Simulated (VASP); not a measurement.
Wanted: the native input for a VASP 6.6.1 run.

* Task: single point
* Functional: PBE
* Potentials or basis: VASP PAW PBE potentials, release 64 (Pt, Pb_d, C)
* Cutoff: 600 eV
* k mesh: 6 × 6 × 6
* Occupations: methfessel-paxton, width 0.2 eV
* Spin: no spin polarisation
* Dipole correction: no
* Further INCAR settings: ALGO = Normal; EDIFF = 1e-06; NBANDS = 32

The structure of Pt3PbC lies in POSCAR:

```
Pt3PbC
1.0
    4.3480430000      0.0000000000      0.0000000000
    0.0000000000      4.3480430000      0.0000000000
    0.0000000000      0.0000000000      4.3480430000
Pt Pb C
3 1 1
Direct
    0.0000000000      0.5000000000      0.5000000000
    0.5000000000      0.0000000000      0.5000000000
    0.5000000000      0.5000000000      0.0000000000
    0.0000000000      0.0000000000      0.0000000000
    0.5000000000      0.5000000000      0.5000000000
```

The input as run:

INCAR

```
SYSTEM = Pt3PbC
PREC = Accurate
ENCUT = 600
EDIFF = 1E-6
ISMEAR = 1
SIGMA = 0.2
LREAL = .False.
LASPH = .True.
NELM = 120
ALGO = Normal
ISIF = 2
LWAVE = .False.
LCHARG = .False.
GGA = PE
NBANDS = 32
GGA_COMPAT = .False.
```

KPOINTS

```
Automatic mesh
0
Gamma
  6 6 6
  0 0 0
```

Potentials or basis: VASP PAW PBE potentials, release 64 (Pt, Pb_d, C).

Command:

```sh
$ cat potpaw_PBE.64/Pt/POTCAR potpaw_PBE.64/Pb_d/POTCAR potpaw_PBE.64/C/POTCAR > POTCAR
$ mpirun -np 1 vasp_std > vasp.out
```

It gave:

```
Pressure               : -0.7 GPa
Band gap on the k mesh : zero (bands 24 and 25 overlap by 0.77 eV)
```

Caveat: spin-orbit coupling is left out, which moves the levels of the heavy elements.

It took 60 s on 1 thread of Intel(R) Xeon(R) Platinum 8259CL CPU @ 2.50GHz (Skylake/Cascade Lake), with other jobs on the host, peak memory 0.23 GiB.
